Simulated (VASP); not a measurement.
# C (I2_13) in VASP: a series of runs, part 2 of 2

VASP 6.6.1.

## (3) Relaxation of cell and atoms, PBE

INCAR

```
SYSTEM = C
PREC = Accurate
ENCUT = 600
EDIFF = 1E-6
ISMEAR = 0
SIGMA = 0.1
LREAL = .FALSE.
LASPH = .TRUE.
NELM = 80
ALGO = Normal
ISIF = 3
LWAVE = .FALSE.
LCHARG = .FALSE.
GGA = PE
IBRION = 2
NSW = 90
EDIFFG = -0.04
```

KPOINTS

```
regular mesh
0
G
  6 6 6
  0 0 0
```

POSCAR

```
C
1.0
   -1.8041718100      1.8041718100      1.8041718100
    1.8041718100     -1.8041718100      1.8041718100
    1.8041718100      1.8041718100     -1.8041718100
C
4
Direct
    0.8849067500      0.8849067500      0.8849067500
    0.5000000000      0.0000000000      0.6150932500
    0.0000000000      0.6150932500      0.5000000000
    0.6150932500      0.5000000000      0.0000000000
```

Potentials or basis: VASP PAW PBE potentials, release 64 (C).

Command:

```sh
> cat potpaw_PBE.64/C/POTCAR > POTCAR
> mpirun -np 1 vasp_std > vasp.out
```

OUTCAR:

```text
SYSTEM = C
   PREC = Accurate
   ENCUT = 600
   EDIFF = 1E-6
   ISMEAR = 0
   LREAL = .FALSE.
   LASPH = .TRUE.
   NELM = 80
   ISIF = 3
   GGA = PE
   IBRION = 2
   NSW = 90
   EDIFFG = -0.04

 ion  position               nearest neighbor table
   1  0.885  0.885  0.885-   2 1.45   3 1.45   4 1.45
   2  0.500  0.000  0.615-   4 1.45   1 1.45   3 1.45
   3  0.000  0.615  0.500-   1 1.45   2 1.45   4 1.45
   4  0.615  0.500  0.000-   2 1.45   3 1.45   1 1.45

  LATTYP: Found a body centered cubic cell.
 ALAT       =     3.6083436200

  Lattice vectors:

 A1 = (  -1.8041718100,   1.8041718100,   1.8041718100)
 A2 = (   1.8041718100,  -1.8041718100,   1.8041718100)
 A3 = (   1.8041718100,   1.8041718100,  -1.8041718100)

Analysis of symmetry for initial positions (statically):
=====================================================================
 Subroutine PRICEL returns:
 Original cell was already a primitive cell.

 Routine SETGRP: Setting up the symmetry group for a
 body centered cubic supercell.

 Subroutine GETGRP returns: Found 12 space group operations
 (whereof  3 operations were pure point group operations)
 out of a pool of 48 trial point group operations.

The static configuration has the point symmetry C_3 .
 The point group associated with its full space group is T   .

Analysis of symmetry for dynamics (positions and initial velocities):
=====================================================================
 Subroutine PRICEL returns:
 Original cell was already a primitive cell.

 Routine SETGRP: Setting up the symmetry group for a
 body centered cubic supercell.

 Subroutine GETGRP returns: Found 12 space group operations
 (whereof  3 operations were pure point group operations)
 out of a pool of 48 trial point group operations.

The dynamic configuration has the point symmetry C_3 .
[... 106 lines left out ...]
   TEBEG  =    0.0;   TEEND  =   0.0 temperature during run
   PSTRESS=    0.0 pullay stress
   NELECT =      16.0000    total number of electrons
   NUPDOWN=      -1.0000    fix difference up-down
   EMIN   =  10.00;   EMAX   =-10.00  energy-range for DOS
   EFERMI =   0.00;   METHOD = LEGACY
   ISMEAR =     0;   SIGMA  =   0.10  broadening in eV -4-tet -1-fermi 0-gaus
   EFERMI_NEDOS =   21; number of points for ismear=-14 and -15
   IALGO  =     38    algorithm
   IMIX   =      4    mixing-type and parameters
     AMIX     =   0.40;   BMIX     =  1.00
     AMIX_MAG =   1.60;   BMIX_MAG =  1.00
  volume/ion in A,a.u.               =       5.87        39.63
  Fermi-wavevector in a.u.,A,eV,Ry     =   1.440402  2.721964 28.228780  2.074757
  Thomas-Fermi vector in A             =   2.559150
   LORBIT       =      0    0 simple, 1 ext, 2 COOP (PROOUT), +10 PAW based schemes
   GGA     = PE    functional components
   LHFCALC =     F    Hartree Fock is set to
   AEXX    =    0.0000 exact exchange contribution
   IVDW    =     0    specifies the selected vdW correction
   LEPSILON=     F    determine dielectric tensor
   LRPA    =     F    only Hartree local field effects (RPA)
 conjugate gradient relaxation of ions
 non-spin polarized calculation
 Gauss-broadening in eV      SIGMA  =   0.10
  energy-cutoff  :      600.00
  volume of cell :       23.49
 maximum number of plane-waves:       798
 NGX is ok and might be reduce to    28
   NGX = 13   NGY = 13   NGZ = 13

--------------------------------------- Ionic step        1  -------------------------------------------

 number of electron      16.0000001 magnetization

 Free energy of the ion-electron system (eV)
  ---------------------------------------------------
  ext. energy  EPLUGINS =         0.00000000
  ---------------------------------------------------
  free energy    TOTEN  =       -28.23066032 eV

  energy without entropy =      -28.22617489  energy(sigma->0) =      -28.22841760

------------------------ aborting loop because EDIFF is reached ----------------------------------------

  FORCE on cell =-STRESS in cart. coord.  units (eV):
  Direction    XX          YY          ZZ          XY          YZ          ZX
  --------------------------------------------------------------------------------------
  -------------------------------------------------------------------------------------
  Total        9.5798238      9.5798238      9.5798238      0.0000000      0.0000000     -0.0000000
  in kB      653.3929351    653.3929351    653.3929351      0.0000000      0.0000000     -0.0000000
  external PRESSURE =     653.3929351 kB  Pullay stress =       0.0000000 kB
[... 253 lines left out ...]
--------------------------------------- Ionic step        8  -------------------------------------------

 number of electron      16.0000002 magnetization

 Free energy of the ion-electron system (eV)
  ---------------------------------------------------
  ext. energy  EPLUGINS =         0.00000000
  ---------------------------------------------------
  free energy    TOTEN  =       -31.67542203 eV

  energy without entropy =      -31.66259527  energy(sigma->0) =      -31.66900865

 E-fermi :   4.4405     XC(G=0): -10.5940

 val. band max:        4.3877609711   @ k =   0.3333   0.0000   0.0000
 cond. band min:       4.4931256692   @ k =  -0.3333   0.3333   0.3333
 fundamental gap:      0.1053646980
 Fermi energy:         4.4404813081

 k-point     1 :       0.0000    0.0000    0.0000
  band No.  band energies     occupation
      1     -14.2746      2.00000
      2      -5.2134      2.00000
      3      -5.2134      2.00000
      4      -5.2134      2.00000
      5      -2.5264      2.00000
      6      -2.5264      2.00000
      7       2.1170      2.00000
      8       2.1170      2.00000
      9       2.1170      2.00000
     10      10.5599      0.00000
     11      11.3519      0.00000
     12      13.7893      0.00000
[... 284 lines left out ...]
  FREE ENERGIE OF THE ION-ELECTRON SYSTEM (eV)
  ---------------------------------------------------
  free  energy   TOTEN  =       -31.6754220283 eV

  energy  without entropy=      -31.6625952701  energy(sigma->0) =      -31.66900865

 reached required accuracy - stopping structural energy minimisation
```

OSZICAR:

```text
N       E                     dE             d eps       ncg     rms          rms(c)
DAV:   1     0.403258300326E+02    0.40326E+02   -0.89727E+03   432   0.141E+03
DAV:   2    -0.271521394416E+02   -0.67478E+02   -0.60101E+02   540   0.234E+02
DAV:   3    -0.297728684749E+02   -0.26207E+01   -0.25756E+01   540   0.457E+01
[... 70 lines left out ...]
DAV:   2    -0.316779035365E+02    0.51680E-02   -0.25692E-02   564   0.140E+00    0.346E-01
DAV:   3    -0.316754228618E+02    0.24807E-02   -0.69942E-03   508   0.647E-01    0.495E-02
DAV:   4    -0.316754231163E+02   -0.25457E-06   -0.24663E-04   548   0.133E-01    0.291E-02
DAV:   5    -0.316754219567E+02    0.11596E-05   -0.85200E-06   528   0.312E-02    0.265E-03
DAV:   6    -0.316754220283E+02   -0.71647E-07   -0.16801E-07   356   0.404E-03
   8 F= -.31675422E+02 E0= -.31669009E+02  d E =-.207630E-01
```

CONTCAR:

```text
C
   1.00000000000000
    -2.0607320763998245    2.0607320763998245    2.0607320763998245
     2.0607320763998245   -2.0607320763998245    2.0607320763998245
     2.0607320763998245    2.0607320763998245   -2.0607320763998245
  C
     4
Direct
     0.7499005597132110    0.7499005597132110    0.7499005597132110
     0.5000000000000000    0.0000000000000000    0.7500994402867890
     0.0000000000000000    0.7500994402867890    0.5000000000000000
     0.7500994402867890    0.5000000000000000    0.0000000000000000

  0.00000000E+00  0.00000000E+00  0.00000000E+00
  0.00000000E+00  0.00000000E+00  0.00000000E+00
  0.00000000E+00  0.00000000E+00  0.00000000E+00
  0.00000000E+00  0.00000000E+00  0.00000000E+00
```

Wall time 22 s (1 thread of Intel Xeon 6975P-C (Granite Rapids), shared host); peak memory 0.14 GiB.

What came out:

| Property | Result |
| --- | --- |
| Free energy | -31.6754 eV |
| Relaxed volume | 8.75 Å³/atom |
| Relaxed cell | a = 3.569 Å, b = 3.569 Å, c = 3.569 Å, α = 109.47°, β = 109.47°, γ = 109.47° |
| Space group after relaxing (to 0.05 Å) | I4_132 (No. 214) |
| Energy gained by relaxing | 861.2 meV/atom |
| Ionic steps | 8 |
| Pressure after relaxing | 0.4 GPa |
| Largest force after relaxing | 0.003 eV/Å |
| Band gap on the k mesh | zero (band 8 reaches 6.09 eV, above the bottom of band 9 at 2.12 eV) |

Forces in eV/Å, atoms in the order of the input:
```
C    0.002  0.002  0.002
C   -0.002 -0.002  0.002
C   -0.002  0.002 -0.002
C    0.002 -0.002 -0.002
```

The path:
```
step  energy change (eV)  largest force (eV/Å)  pressure (GPa)  volume (Å³)
   1              0.0000                0.1474           65.34        23.49
   2             -0.0806                3.5408          -34.18        32.61
   3             -0.7279                2.1469           -0.08        27.67
   4             -1.4460                2.0185           -0.73        30.21
   5             -2.9379                1.1209          -23.47        38.73
   6             -3.4158                0.0325           -7.91        36.20
   7             -3.4240                0.1878           -5.63        35.84
   8             -3.4448                0.0033            0.40        35.00
```

Final structure:
```
C
1.0
    -2.06073    2.06073    2.06073
     2.06073   -2.06073    2.06073
     2.06073    2.06073   -2.06073
C
4
Cartesian
  1.5453 1.5453 1.5453
  0.5154 2.5761 -0.5154
  2.5761 -0.5154 0.5154
  -0.5154 0.5154 2.5761
```

Caveat: the k points lie up to 0.36 Å⁻¹ apart in the final cell; the volume moved by over 15 % at a fixed basis, so the end points are rough.

## (4) Single point, PBE

INCAR

```
ALGO = Normal
EDIFF = 1E-6
ENCUT = 910
GGA = PE
GGA_COMPAT = False
ISIF = 2
ISMEAR = 0
LASPH = True
LCHARG = False
LREAL = False
LWAVE = False
NBANDS = 16
NELM = 120
PREC = Accurate
SIGMA = 0.1
```

KPOINTS

```
k-points
0
Gamma
  6 6 6
```

POSCAR is that of step 3.

Potentials or basis: VASP PAW PBE potentials, release 64 (C_h).

Command:

```sh
> cat potpaw_PBE.64/C_h/POTCAR > POTCAR
> mpirun -np 1 vasp_std > vasp.out
```

Wall time 14 s (1 thread of AMD EPYC 7R13 (Zen 3), shared host); peak memory 0.13 GiB.

It converged, with:

- Free energy: -28.2928 eV
- Pressure: 64.6 GPa
- Largest force: 0.098 eV/Å
- Band gap on the k mesh: zero (band 8 reaches 10.81 eV, above the bottom of band 9 at 8.64 eV)

Forces on the atoms (eV/Å):
```
C    0.056  0.056  0.056
C   -0.056 -0.056  0.056
C   -0.056  0.056 -0.056
C    0.056 -0.056 -0.056
```

Levels at points of the mesh, in eV from the Fermi level:
```tsv
k point	band 5	band 6	band 7	band 8	band 9	band 10	band 11	band 12
(0.00, 0.00, 0.00)	-6.32	-6.32	-1.68	-1.25	-1.25	-1.25	7.46	7.46
(0.50, 0.00, 0.00)	-7.19	-6.78	-0.90	-0.51	2.61	2.64	8.92	11.60
(0.50, 0.50, 0.50)	-8.64	-8.64	0.92	0.92	0.92	4.73	11.86	11.86
```

Caveat: the k points lie up to 0.41 Å⁻¹ apart; the cutoff is under 1.25 times the usual one of these potentials, so pressure, stress and relaxed cells hold a basis-set (Pulay) error.

## (5) The runs side by side

| task | potentials or basis | cell | cutoff (eV) | second run | gap on the mesh (eV) | pressure (GPa) | largest force (eV/Å) |
| --- | --- | --- | --- | --- | --- | --- | --- |
| single point | VASP PAW PBE potentials, release 64 (C) | as given | 520 | - | none | 65.9 | 0.15 |
| relaxation of cell and atoms | VASP PAW PBE potentials, release 64 (C) | relaxed | 600 | - | none | 0.4 | - |
| single point | VASP PAW PBE potentials, release 64 (C_h) | as given | 910 | hard_potentials | none | 64.6 | 0.10 |

Alike in all rows: level PBE; no spin polarisation; k mesh 6 × 6 × 6; smearing gaussian 0.1 eV.

Caveats: all runs use coarse meshes; the volume moved by over 15 % at a fixed basis, so the end points are rough (some runs); the cutoff is under 1.25 times the usual one of these potentials, so pressure, stress and relaxed cells hold a basis-set (Pulay) error (some runs).

Absolute energies hang on the potentials; compare differences alone.
